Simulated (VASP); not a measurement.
A run of VASP 6.6.1 is set up as follows.

The input POSCAR:

```
NaI
1.0
    0.0000000000      3.2296282834      3.2296282834
    3.2296282834      0.0000000000      3.2296282834
    3.2296282834      3.2296282834      0.0000000000
Na I
1 1
Direct
    0.0000000000      0.0000000000      0.0000000000
    0.5000000000      0.5000000000      0.5000000000
```

The input INCAR.step1:

```
SYSTEM = NaI
  ALGO = Normal
  EDIFF = 1E-5
  ENCUT = 520
  GGA = PE
  ISIF = 2
  ISMEAR = 0
  LASPH = .True.
  LCHARG = .False.
  LREAL = .False.
  LWAVE = .True.
  NBANDS = 14
  NELM = 100
  PREC = Accurate
  SIGMA = 0.01
```

The input INCAR.step2:

```
SYSTEM = NaI
  AEXX = 1.0
  AGGAC = 1.0
  ALDAC = 1.0
  ALGO = Normal
  EDIFF = 1E-7
  ENCUT = 520
  GGA = PE
  HFSCREEN = 0.2078
  ISIF = 2
  ISMEAR = 0
  ISTART = 1
  LASPH = .True.
  LCHARG = .False.
  LHFCALC = .True.
  LREAL = .False.
  LWAVE = .False.
  NBANDS = 14
  NELM = 100
  PREC = Accurate
  PRECFOCK = Normal
  SIGMA = 0.01
```

KPOINTS

```
k-points
0
Gamma
  4 4 4
  0 0 0
```

Potentials or basis: VASP PAW PBE potentials, release 64 (Na_pv, I).

Run with:

```bash
$ cat potpaw_PBE.64/Na_pv/POTCAR potpaw_PBE.64/I/POTCAR > POTCAR
$ cp INCAR.step1 INCAR
$ mpirun -np 1 vasp_std > vasp.out
$ cp INCAR.step2 INCAR
$ mpirun -np 1 vasp_std > vasp.out
```

(1) What does it give for the band gap on the k mesh?

(2) Predict the pressure.

Results:

(1) 7.98 eV.

(2) -0.6 GPa.

Caveat: the k points lie up to 0.42 Å⁻¹ apart; the PAW data sets were made with another functional, which shifts forces and pressure a little; spin-orbit coupling is left out, which moves the levels of the heavy elements.
